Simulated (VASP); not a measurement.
Here is a VASP 6.6.1 calculation.

File INCAR:

```
PREC = Accurate ; ENCUT = 520
EDIFF = 1E-6 ; ISMEAR = 0
SIGMA = 0.05 ; LREAL = False
LASPH = True ; NELM = 60
ALGO = Normal ; ISIF = 2
LWAVE = False ; LCHARG = False
GGA = PE ; NBANDS = 26
```

Contents of KPOINTS:

```
regular mesh
0
Gamma
  8 6 4
```

The input POSCAR:

```
AlN
1.0
   -1.6567491617      2.8695737234      0.0000000000
    0.0000000000      0.0000000000      4.1874629526
    4.9702474850      2.8695737234      0.0000000000
Al N
4 4
Direct
    0.5329317206      0.7500000000      0.1776439069
    0.0000000000      0.7500000000      0.6666666667
    0.0000000000      0.2500000000      0.3333333333
    0.5000000000      0.2500000000      0.8333333333
    0.5000000000      0.2500000000      0.1666666667
    0.0000000000      0.2500000000      0.6666666667
    0.0000000000      0.7500000000      0.3333333333
    0.5000000000      0.7500000000      0.8333333333
```

Potentials or basis: VASP PAW PBE potentials, release 64 (Al, N).

Launch:

```console
$ cat potpaw_PBE.64/Al/POTCAR potpaw_PBE.64/N/POTCAR > POTCAR
$ mpirun -np 1 vasp_std > vasp.out
```

Q: Predict the band gap on the k mesh.

A: 3.24 eV.

Q: What does it give for the largest force?

A: 2.772 eV/Å.

Q: What does it give for the pressure?

A: 0.5 GPa.

Stress tensor (GPa, compression positive):
```
-2.43  0.00  0.00
 0.00  4.09  0.00
 0.00  0.00 -0.10
```

Caveat: the cell differs from its parent crystal (atom 1 (Al) moved by +0.000 Å along [1 0 0] and +0.126 Å along [1 2 0]); forces of over 1 eV/Å act on the atoms, so gaps and moduli don't describe the material at rest.
